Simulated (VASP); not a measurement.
# Mg (P6_3/mmc) in VASP: further runs

The runs below take Mg through single point, with LDA, PBE.

All numbers are computed with VASP 6.6.1; they aren't measurements. Logs are shortened: lines on timing, memory, paths and dates and some standing lists are left out, and cuts for length are marked.

### Step 1. The cell of the first run

The structure is hexagonal, space group P6_3/mmc (No. 194). Conventional cell: a = 3.177 Å, b = 3.177 Å, c = 10.319 Å, α = 90.00°, β = 90.00°, γ = 120.00°. Within 4.2 Å of Mg (site symmetry -6m2) lie 12 Mg at 3.17 to 3.18 Å. Mg (site symmetry -3m) has 12 Mg at 3.17 to 3.18 Å within 4.2 Å.

### Step 2. Single point, LDA

File POSCAR:

```
Mg
1.0
    3.1768261656      0.0000000000      0.0000000000
   -1.5884130828      2.7512121628      0.0000000000
    0.0000000000      0.0000000000     10.3188620100
Mg
4
Direct
    0.6666666667      0.3333333333      0.7500000000
    0.0000000000      0.0000000000      0.5000000000
    0.3333333333      0.6666666667      0.2500000000
    0.0000000000      0.0000000000      0.0000000000
```

File INCAR.step1:

```
SYSTEM = Mg
  PREC = Accurate
  ENCUT = 520
  EDIFF = 1E-7
  ISMEAR = -1
  SIGMA = 0.05
  LREAL = .False.
  LASPH = .True.
  NELM = 60
  ALGO = Normal
  ISIF = 2
  LWAVE = .False.
  LCHARG = .True.
  GGA = CA
  NBANDS = 12
```

File KPOINTS.step1:

```
regular mesh
0
Gamma
  6 6 2
  0 0 0
```

File INCAR.step2:

```
SYSTEM = Mg
  PREC = Accurate
  ENCUT = 520
  EDIFF = 1E-7
  ISMEAR = -5
  SIGMA = 0.05
  LREAL = .False.
  LASPH = .True.
  NELM = 60
  ALGO = Normal
  ISIF = 2
  LWAVE = .False.
  LCHARG = .False.
  GGA = CA
  LORBIT = 11
  NBANDS = 12
  NEDOS = 1001
  ICHARG = 11
```

File KPOINTS.step2:

```
regular mesh
0
Gamma
  9 9 3
  0 0 0
```

Potentials or basis: VASP PAW LDA potentials, release 64 (Mg).

Launch:

```bash
$ cat potpaw_LDA.64/Mg/POTCAR > POTCAR
$ cp INCAR.step1 INCAR
$ cp KPOINTS.step1 KPOINTS
$ mpirun -np 1 vasp_std > vasp.out
$ cp INCAR.step2 INCAR
$ cp KPOINTS.step2 KPOINTS
$ mpirun -np 1 vasp_std > vasp.out
```

OUTCAR:

```text
SYSTEM = Mg
   PREC = Accurate
   ENCUT = 520
   EDIFF = 1E-7
   ISMEAR = -5
   LREAL = .False.
   LASPH = .True.
   NELM = 60
   ISIF = 2
   GGA = CA
   LORBIT = 11
   ICHARG = 11

 ion  position               nearest neighbor table
   1  0.667  0.333  0.750-   2 3.17   4 3.17   2 3.17   4 3.17   2 3.17   4 3.17
   2  0.000  0.000  0.500-   1 3.17   3 3.17   3 3.17   1 3.17   1 3.17   3 3.17
   3  0.333  0.667  0.250-   2 3.17   4 3.17   2 3.17   4 3.17   2 3.17   4 3.17
   4  0.000  0.000  0.000-   1 3.17   3 3.17   3 3.17   1 3.17   1 3.17   3 3.17

  LATTYP: Found a hexagonal cell.
 ALAT       =     3.1768261656
 C/A-ratio  =     3.2481670296

  Lattice vectors:

 A1 = (   3.1768261656,   0.0000000000,   0.0000000000)
 A2 = (  -1.5884130828,   2.7512121628,   0.0000000000)
 A3 = (   0.0000000000,   0.0000000000,  10.3188620100)

Analysis of symmetry for initial positions (statically):
=====================================================================
 Subroutine PRICEL returns:
 Original cell was already a primitive cell.

 Routine SETGRP: Setting up the symmetry group for a
 hexagonal supercell.

 Subroutine GETGRP returns: Found 24 space group operations
 (whereof 12 operations were pure point group operations)
 out of a pool of 24 trial point group operations.

The static configuration has the point symmetry D_3d.
 The point group associated with its full space group is D_6h.

Analysis of symmetry for dynamics (positions and initial velocities):
=====================================================================
 Subroutine PRICEL returns:
 Original cell was already a primitive cell.

 Routine SETGRP: Setting up the symmetry group for a
 hexagonal supercell.

 Subroutine GETGRP returns: Found 24 space group operations
 (whereof 12 operations were pure point group operations)
 out of a pool of 24 trial point group operations.

The dynamic configuration has the point symmetry D_3d.
 The point group associated with its full space group is D_6h.

 Subroutine INISYM returns: Found 24 space group operations
 (whereof 12 operations are pure point group operations),
 and found     1 'primitive' translations

----------------------------------------------------------------------------------------

                                     Primitive cell

  volume of cell :      90.1881

  direct lattice vectors                    reciprocal lattice vectors
     3.176826166  0.000000000  0.000000000     0.314779578  0.181738074  0.000000000
[... 114 lines left out ...]
  Thomas-Fermi vector in A             =   1.821999
   LORBIT       =     11    0 simple, 1 ext, 2 COOP (PROOUT), +10 PAW based schemes
   GGA     = CA    functional components
   LHFCALC =     F    Hartree Fock is set to
   AEXX    =    0.0000 exact exchange contribution
   IVDW    =     0    specifies the selected vdW correction
   LEPSILON=     F    determine dielectric tensor
   LRPA    =     F    only Hartree local field effects (RPA)
 non-spin polarized calculation
 Fermi weights with tetrahedron method with Bloechl corrections
  energy-cutoff  :      520.00
  volume of cell :       90.19
 maximum number of plane-waves:      2446
 NGX is ok and might be reduce to    24

 number of electron       8.0000000 magnetization

 Free energy of the ion-electron system (eV)
  ---------------------------------------------------
  ext. energy  EPLUGINS =         0.00000000
  ---------------------------------------------------
  free energy    TOTEN  =        -7.16691446 eV

  energy without entropy =       -7.16691446  energy(sigma->0) =       -7.16691446

 E-fermi :   2.5257     XC(G=0):  -8.7388

 val. band max:        2.8900493262   @ k =   0.3333   0.0000   0.0000
 cond. band min:       2.2154658629   @ k =   0.4444   0.1111   0.0000
 fundamental gap:     -0.6745834633
 Fermi energy:         2.5257187671

 k-point     1 :       0.0000    0.0000    0.0000
  band No.  band energies     occupation
      1      -4.4343      2.00000
      2      -3.0293      2.00000
      3      -3.0289      2.00000
      4       0.8811      2.00000
      5       1.2828      2.14775
      6       7.6139      0.00000
      7       7.6225      0.00000
      8      13.5804      0.00000
      9      13.5804      0.00000
     10      13.6216      0.00000
     11      13.6216      0.00000
     12      14.3577      0.00000
[... 331 lines left out ...]
 k-point    24 :       0.3333    0.3333    0.3333
  band No.  band energies     occupation
      1       2.0903      2.00000
      2       2.0903      2.00000
      3       2.0958      2.00000
      4       2.4627      1.91212
      5       2.5432      0.00000
      6       2.5432      0.00000
      7       4.2700      0.00000
      8       4.2700      0.00000
      9       4.6748      0.00000
     10       5.8206      0.00000
     11       5.9280      0.00000
     12       5.9280      0.00000

------------------------ aborting loop because EDIFF is reached ----------------------------------------

  FORCE on cell =-STRESS in cart. coord.  units (eV):
  Direction    XX          YY          ZZ          XY          YZ          ZX
  --------------------------------------------------------------------------------------
  -------------------------------------------------------------------------------------
  Total       -0.9417787     -0.9417787     -1.5032275      0.0000000     -0.0000000      0.0000000
  in kB      -16.7305452    -16.7305452    -26.7045931      0.0000000     -0.0000000      0.0000000
  external PRESSURE =     -20.0552279 kB  Pullay stress =       0.0000000 kB

 VOLUME and BASIS-vectors are now :
 -----------------------------------------------------------------------------
  energy-cutoff  :      520.00
  volume of cell :       90.19
      direct lattice vectors                 reciprocal lattice vectors
     3.176826166  0.000000000  0.000000000     0.314779578  0.181738074  0.000000000
    -1.588413083  2.751212163  0.000000000     0.000000000  0.363476148  0.000000000
     0.000000000  0.000000000 10.318862010     0.000000000  0.000000000  0.096909911

 POSITION                                       TOTAL-FORCE (eV/Angst)
 -----------------------------------------------------------------------------------
      1.58841      0.91707      7.73915         0.000000     -0.000000     -0.000000
      0.00000      0.00000      5.15943         0.000000      0.000000      0.000000
     -0.00000      1.83414      2.57972        -0.000000      0.000000      0.000000
      0.00000      0.00000      0.00000        -0.000000      0.000000      0.000000
 -----------------------------------------------------------------------------------
    total drift:                                0.000000     -0.000000      0.000000

  FREE ENERGIE OF THE ION-ELECTRON SYSTEM (eV)
  ---------------------------------------------------
  free  energy   TOTEN  =        -7.1669144601 eV

  energy  without entropy=       -7.1669144601  energy(sigma->0) =       -7.16691446

 total charge

# of ion       s       p       d       tot
------------------------------------------
    1        0.218   0.134   0.012   0.364
    2        0.213   0.137   0.011   0.361
    3        0.218   0.134   0.012   0.364
    4        0.213   0.137   0.011   0.361
--------------------------------------------------
tot          0.862   0.542   0.047   1.451
```

OUTCAR.step1:

```text
SYSTEM = Mg
   PREC = Accurate
   ENCUT = 520
   EDIFF = 1E-7
   ISMEAR = -1
   LREAL = .False.
   LASPH = .True.
[... 428 lines left out ...]
      0.00000      0.00000      5.15943         0.000000      0.000000     -0.000000
     -0.00000      1.83414      2.57972         0.000000     -0.000000     -0.000000
      0.00000      0.00000      0.00000         0.000000      0.000000     -0.000000
 -----------------------------------------------------------------------------------
    total drift:                               -0.000000     -0.000000      0.000000

  FREE ENERGIE OF THE ION-ELECTRON SYSTEM (eV)
  ---------------------------------------------------
  free  energy   TOTEN  =        -7.0674797652 eV

  energy  without entropy=       -7.0456159498  energy(sigma->0) =       -7.05654786
```

Run time: 18 s. Hardware: 1 thread of Intel Xeon Platinum 8124M at 3.00GHz (Skylake/Cascade Lake), shared host; peak memory 0.16 GiB.

Results:

| Property | Result |
| --- | --- |
| Valence electrons inside the program's atomic spheres | Mg 0.36 |

Caveat: the k points lie up to 0.38 Å⁻¹ apart.

### Step 3. Single point, PBE

POSCAR is that of step 2.

File INCAR.step1:

```
SYSTEM = Mg
  PREC = Accurate
  ENCUT = 520
  EDIFF = 1E-7
  ISMEAR = -1
  SIGMA = 0.05
  LREAL = .FALSE.
  LASPH = .TRUE.
  NELM = 60
  ALGO = Normal
  ISIF = 2
  LWAVE = .FALSE.
  LCHARG = .TRUE.
  GGA = PE
  NBANDS = 12
```

File KPOINTS.step1:

```
regular mesh
0
G
  6 6 2
  0 0 0
```

File INCAR.step2:

```
SYSTEM = Mg
  PREC = Accurate
  ENCUT = 520
  EDIFF = 1E-7
  ISMEAR = -5
  SIGMA = 0.05
  LREAL = .FALSE.
  LASPH = .TRUE.
  NELM = 60
  ALGO = Normal
  ISIF = 2
  LWAVE = .FALSE.
  LCHARG = .FALSE.
  GGA = PE
  LORBIT = 10
  NEDOS = 2001
  ICHARG = 11
```

File KPOINTS.step2:

```
regular mesh
0
G
  9 9 3
  0 0 0
```

Potentials or basis: VASP PAW PBE potentials, release 64 (Mg).

Launch:

```bash
$ cat potpaw_PBE.64/Mg/POTCAR > POTCAR
$ cp INCAR.step1 INCAR
$ cp KPOINTS.step1 KPOINTS
$ mpirun -np 1 vasp_std > vasp.out
$ cp INCAR.step2 INCAR
$ cp KPOINTS.step2 KPOINTS
$ mpirun -np 1 vasp_std > vasp.out
```

It took 20 s on 1 thread of Intel Xeon Platinum 8124M at 3.00GHz (Skylake/Cascade Lake), shared host; peak memory 0.19 GiB.

Results (log left out):

| Quantity | Value |
| --- | --- |
| Valence electrons inside the program's atomic spheres | Mg 0.35 |

Levels at points of the mesh, in eV from the Fermi level:
| k point | band 1 | band 2 | band 3 | band 4 | band 5 | band 6 | band 7 | band 8 |
| --- | --- | --- | --- | --- | --- | --- | --- | --- |
| (0.00, 0.00, 0.00) | -6.97 | -5.57 | -5.57 | -1.68 | -1.21 | 5.11 | 5.12 | 11.16 |

Caveat: the k points lie up to 0.38 Å⁻¹ apart.
